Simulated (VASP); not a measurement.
Write the native input for VASP 6.6.1 that does the following.

| Property | Result |
| --- | --- |
| Task | single point |
| Functional | PBE |
| Potentials or basis | VASP PAW PBE potentials, release 64 (In_d, Ga_d, O) |
| Cutoff | 520 eV |
| k mesh | 6 × 6 × 2 |
| Occupations | gaussian, width 0.1 eV |
| Spin | no spin polarisation |
| Dipole correction | no |
| Further INCAR settings | ALGO = Normal; EDIFF = 1e-06; NBANDS = 30 |

The structure of InGa2O lies in POSCAR:

```
InGa2O
1.0
    2.8374904200      0.0000000000      0.0000000000
    0.0000000000      2.8374904200      0.0000000000
    0.0000000000      0.0000000000      9.7703887700
In Ga O
1 2 1
Direct
    0.0000000000      0.0000000000      0.5000000000
    0.0000000000      0.0000000000      0.8514815000
    0.0000000000      0.0000000000      0.1485185000
    0.0000000000      0.0000000000      0.0000000000
```

These files were run (other wordings do the same):

INCAR

```
SYSTEM = InGa2O
PREC = Accurate ; ENCUT = 520
EDIFF = 1E-6 ; ISMEAR = 0
SIGMA = 0.1 ; LREAL = .FALSE.
LASPH = .TRUE. ; NELM = 60
ALGO = Normal ; ISIF = 2
LWAVE = .FALSE. ; LCHARG = .TRUE.
GGA = PE ; LELF = .TRUE.
LVHAR = .TRUE. ; NBANDS = 30
```

KPOINTS

```
Automatic mesh
0
G
  6 6 2
  0 0 0
```

Potentials or basis: VASP PAW PBE potentials, release 64 (In_d, Ga_d, O).

Launch:

```sh
$ cat potpaw_PBE.64/In_d/POTCAR potpaw_PBE.64/Ga_d/POTCAR potpaw_PBE.64/O/POTCAR > POTCAR
$ mpirun -np 1 vasp_std > vasp.out
```

Results of the run:

```
Pressure      : 41.4 GPa
Largest force : 19.739 eV/Å
```

Caveat: the k points lie up to 0.37 Å⁻¹ apart; an odd number of electrons without spin polarisation forces a metal; a magnetic or distorted state may lie lower.

It took 30 s on 1 thread of Intel(R) Xeon(R) 6975P-C (Granite Rapids), with other jobs on the host, peak memory 0.22 GiB.
